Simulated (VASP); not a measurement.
A run of VASP 6.6.1:

File INCAR:

```
SYSTEM = Zn
PREC = Accurate
ENCUT = 500
EDIFF = 1E-7
ISMEAR = 0
SIGMA = 0.1
LREAL = .FALSE.
LASPH = .TRUE.
NELM = 120
ALGO = Normal
ISIF = 3
LWAVE = .FALSE.
LCHARG = .FALSE.
GGA = PE
IBRION = 2
NSW = 100
EDIFFG = -0.002
GGA_COMPAT = .FALSE.
NELMIN = 4
```

Contents of KPOINTS:

```
Automatic mesh
0
G
  18 18 10
  0 0 0
```

The input POSCAR:

```
Zn
1.0
    2.6143598000      0.0000000000      0.0000000000
   -1.3071799000      2.2641020000      0.0000000000
    0.0000000000      0.0000000000      4.8731610200
Zn
2
Direct
    0.3333333300      0.6666666700      0.2500000000
    0.6666666700      0.3333333300      0.7500000000
```

Potentials or basis: VASP PAW PBE potentials, release 64 (Zn).

Run with:

```bash
$ cat potpaw_PBE.64/Zn/POTCAR > POTCAR
$ mpirun -np 1 vasp_std > vasp.out
```

Hardware: 1 thread of Intel(R) Xeon(R) 6975P-C (Granite Rapids), on a shared host.

Q: How long does it take, and how much memory?

A: It took 3 min on 1 thread of Intel(R) Xeon(R) 6975P-C (Granite Rapids) (shared host), peak memory 0.21 GiB. Counts: scf iterations 73, k points 222, ion steps 9.
